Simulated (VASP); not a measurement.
# Cd3Hg2S5 (P1) in VASP: single point with PBE

Aim: the single point of Cd3Hg2S5 with PBE.

Everything below comes from runs of VASP 6.6.1. Logs are shortened: lines on timing, memory, paths and dates and some standing lists are left out, and cuts for length are marked.

## 1. The cell of the first run

The typed cell holds 10 atoms: a = 4.226 Å, b = 4.224 Å, c = 15.111 Å, α = 98.16°, β = 98.08°, γ = 89.99°.

## 2. Single point, PBE

Input file INCAR:

```
PREC     = Accurate       # precision mode
ENCUT    = 520            # plane-wave cutoff, eV
EDIFF    = 1E-6           # SCF threshold, eV
ISMEAR   = 0              # smearing method
SIGMA    = 0.1            # smearing width, eV
LREAL    = F              # projectors in reciprocal space
LASPH    = T              # aspherical terms in the spheres
NELM     = 100            # most SCF steps
ALGO     = Normal         # electronic algorithm
ISIF     = 2              # what is computed and relaxed
LWAVE    = F              # write WAVECAR
LCHARG   = F              # write CHGCAR
GGA      = PE             # functional
NBANDS   = 56             # bands
```

Input file KPOINTS:

```
Automatic mesh
0
Gamma
  4 4 4
```

Input file POSCAR:

```
Cd3Hg2S5
1.0
    0.0005274378     -4.2257203369     -0.0012252695
    4.2237278907     -0.0004133235     -0.0047099743
   -2.1280689254      2.1197320864     14.8099443449
Cd Hg S
3 2 5
Direct
    0.7023786282      0.7000517293      0.4007523461
    0.3001329840      0.3025317528      0.5990602121
    0.4985812524      0.4995063041      0.0001304840
    0.9031663140      0.9000536759      0.7998374410
    0.0948195098      0.0993317776      0.2002751247
    0.2518054200      0.7518650783      0.4998696457
    0.8498749259      0.3488636438      0.6976683539
    0.4530394903      0.9498266366      0.9015466730
    0.0482413759      0.5477721017      0.0986416286
    0.6479600994      0.1501972999      0.3022180907
```

Potentials or basis: VASP PAW PBE potentials, release 64 (Cd, Hg, S).

Launch:

```console
> cat potpaw_PBE.64/Cd/POTCAR potpaw_PBE.64/Hg/POTCAR potpaw_PBE.64/S/POTCAR > POTCAR
> mpirun -np 1 vasp_std > vasp.out
```

OUTCAR:

```text
PREC = Accurate
   ENCUT = 520
   EDIFF = 1E-6
   ISMEAR = 0
   LREAL = F
   LASPH = T
   NELM = 100
   ISIF = 2
   GGA = PE

 ion  position               nearest neighbor table
   1  0.702  0.700  0.401-  10 2.57  10 2.57   6 2.57   6 2.57
   2  0.300  0.303  0.599-   7 2.57   7 2.57   6 2.57   6 2.57
   3  0.499  0.500  0.000-   8 2.57   9 2.57   9 2.57   8 2.57
   4  0.903  0.900  0.800-   8 2.59   7 2.60   8 2.60   7 2.60
   5  0.095  0.099  0.200-  10 2.59   9 2.59   9 2.59  10 2.60
   6  0.252  0.752  0.500-   1 2.57   2 2.57   2 2.57   1 2.57
   7  0.850  0.349  0.698-   2 2.57   2 2.57   4 2.60   4 2.60
   8  0.453  0.950  0.902-   3 2.57   3 2.57   4 2.59   4 2.60
   9  0.048  0.548  0.099-   3 2.57   3 2.57   5 2.59   5 2.59
  10  0.648  0.150  0.302-   1 2.57   1 2.57   5 2.59   5 2.60

  LATTYP: Found a triclinic cell.
 ALAT       =    16.2295791793
 B/A-ratio  =     0.2602489251
 C/A-ratio  =     0.2603715414
 COS(alpha) =     0.0002229968
 COS(beta)  =     0.1295974753
 COS(gamma) =     0.3884027682

  Lattice vectors:

 A1 = (  -6.3199142938,   2.1068148975, -14.7992991268)
 A2 = (  -4.2237278907,   0.0004133235,   0.0047099743)
 A3 = (  -0.0005274378,   4.2257203369,   0.0012252695)

Analysis of symmetry for initial positions (statically):
=====================================================================
 Subroutine PRICEL returns:
 Original cell was already a primitive cell.

 Routine SETGRP: Setting up the symmetry group for a
 triclinic supercell.

 Subroutine GETGRP returns: Found  1 space group operations
 (whereof  1 operations were pure point group operations)
 out of a pool of  2 trial point group operations.

The static configuration has the point symmetry C_1 .

Analysis of symmetry for dynamics (positions and initial velocities):
=====================================================================
 Subroutine PRICEL returns:
 Original cell was already a primitive cell.

 Routine SETGRP: Setting up the symmetry group for a
 triclinic supercell.

 Subroutine GETGRP returns: Found  1 space group operations
 (whereof  1 operations were pure point group operations)
 out of a pool of  2 trial point group operations.

The dynamic configuration has the point symmetry C_1 .

 Subroutine INISYM returns: Found  1 space group operations
 (whereof  1 operations are pure point group operations),
 and found     1 'primitive' translations

[... 117 lines left out ...]
   ISYM   =      2    0-nonsym 1-usesym 2-fastsym
   POTIM  = 0.5000    time-step for ionic-motion
   TEBEG  =    0.0;   TEEND  =   0.0 temperature during run
   PSTRESS=    0.0 pullay stress
   NELECT =      90.0000    total number of electrons
   NUPDOWN=      -1.0000    fix difference up-down
   EMIN   =  10.00;   EMAX   =-10.00  energy-range for DOS
   EFERMI =   0.00;   METHOD = LEGACY
   ISMEAR =     0;   SIGMA  =   0.10  broadening in eV -4-tet -1-fermi 0-gaus
   EFERMI_NEDOS =   21; number of points for ismear=-14 and -15
   IALGO  =     38    algorithm
   IMIX   =      4    mixing-type and parameters
     AMIX     =   0.40;   BMIX     =  1.00
     AMIX_MAG =   1.60;   BMIX_MAG =  1.00
  volume/ion in A,a.u.               =      26.43       178.34
  Fermi-wavevector in a.u.,A,eV,Ry     =   1.143233  2.160398 17.782572  1.306982
  Thomas-Fermi vector in A             =   2.279929
   LORBIT       =      0    0 simple, 1 ext, 2 COOP (PROOUT), +10 PAW based schemes
   GGA     = PE    functional components
   LHFCALC =     F    Hartree Fock is set to
   AEXX    =    0.0000 exact exchange contribution
   IVDW    =     0    specifies the selected vdW correction
   LEPSILON=     F    determine dielectric tensor
   LRPA    =     F    only Hartree local field effects (RPA)
 non-spin polarized calculation
 Gauss-broadening in eV      SIGMA  =   0.10
  energy-cutoff  :      520.00
  volume of cell :      264.28
 maximum number of plane-waves:      7150
   NGX = 15   NGY = 15   NGZ = 57

 number of electron      90.0000021 magnetization

 Free energy of the ion-electron system (eV)
  ---------------------------------------------------
  ext. energy  EPLUGINS =         0.00000000
  ---------------------------------------------------
  free energy    TOTEN  =       -27.46345960 eV

  energy without entropy =      -27.46334444  energy(sigma->0) =      -27.46340202

 E-fermi :   1.3269     XC(G=0):  -8.9271

 val. band max:        1.1341467046   @ k =   0.0000   0.0000   0.0000
 cond. band min:       1.4944456020   @ k =   0.0000   0.0000   0.0000
 fundamental gap:      0.3602988974
 Fermi energy:         1.3268592420

 k-point     1 :       0.0000    0.0000    0.0000
  band No.  band energies     occupation
      1     -11.2417      2.00000
      2     -11.0822      2.00000
      3     -10.9983      2.00000
      4     -10.7489      2.00000
      5     -10.7137      2.00000
      6      -6.5668      2.00000
[... 1405 lines left out ...]
     55       7.1914      0.00000
     56       7.5620      0.00000

 [... further k-points ...]

------------------------ aborting loop because EDIFF is reached ----------------------------------------

  FORCE on cell =-STRESS in cart. coord.  units (eV):
  Direction    XX          YY          ZZ          XY          YZ          ZX
  --------------------------------------------------------------------------------------
  -------------------------------------------------------------------------------------
  Total        0.3380791      0.2885101      0.2271484      0.0032048     -0.0213375      0.0930439
  in kB        2.0495875      1.7490775      1.3770753      0.0194292     -0.1293574      0.5640736
  external PRESSURE =       1.7252467 kB  Pullay stress =       0.0000000 kB

 VOLUME and BASIS-vectors are now :
 -----------------------------------------------------------------------------
  energy-cutoff  :      520.00
  volume of cell :      264.28
      direct lattice vectors                 reciprocal lattice vectors
     0.000527438 -4.225720337 -0.001225269     0.000014616 -0.236655864  0.033874410
     4.223727891 -0.000413324 -0.004709974     0.236795618  0.000019691  0.034022792
    -2.128068925  2.119732086 14.809944345     0.000075309 -0.000019573  0.067535821

 POSITION                                       TOTAL-FORCE (eV/Angst)
 -----------------------------------------------------------------------------------
      2.10437     -2.11886      5.93096         0.001915      0.004453      0.014189
      0.00313      0.00144      8.87026        -0.005819     -0.002034     -0.005954
      2.10976     -2.10679     -0.00103         0.003668     -0.004784     -0.001501
      2.09995     -2.12146     11.84020         0.004579      0.005640     -0.019121
     -0.00660      0.02381      2.96548        -0.001177     -0.009028      0.017136
      2.11205     -0.00478      7.39919        -0.007284      0.006900      0.001230
     -0.01073     -2.11261     10.32975        -0.004746      0.002726      0.019494
      2.09349     -0.00377     13.34683        -0.000793      0.002760     -0.012890
      2.10375      0.00501      1.45824         0.005769     -0.002733      0.005104
     -0.00841     -2.09754      4.47433         0.003887     -0.003900     -0.017686
 -----------------------------------------------------------------------------------
    total drift:                                0.000287      0.000250     -0.000021

  FREE ENERGIE OF THE ION-ELECTRON SYSTEM (eV)
  ---------------------------------------------------
  free  energy   TOTEN  =       -27.4634596034 eV

  energy  without entropy=      -27.4633444376  energy(sigma->0) =      -27.46340202
```

It took 7.1 min on 1 thread of Intel Xeon Platinum 8488C (Sapphire Rapids), shared host; peak memory 0.6 GiB.

What came out:

| Quantity | Value |
| --- | --- |
| Free energy | -27.4635 eV |
| Pressure | 0.2 GPa |
| Largest force | 0.020 eV/Å |
| Band gap on the k mesh | 0.36 eV, direct |

Forces on the atoms (eV/Å):
```
Cd   0.002  0.004  0.014
Cd  -0.006 -0.002 -0.006
Cd   0.004 -0.005 -0.002
Hg   0.005  0.006 -0.019
Hg  -0.001 -0.009  0.017
S   -0.007  0.007  0.001
S   -0.005  0.003  0.019
S   -0.001  0.003 -0.013
S    0.006 -0.003  0.005
S    0.004 -0.004 -0.018
```

Caveat: spin-orbit coupling is left out, which moves the levels of the heavy elements. A k mesh can miss the band edges.
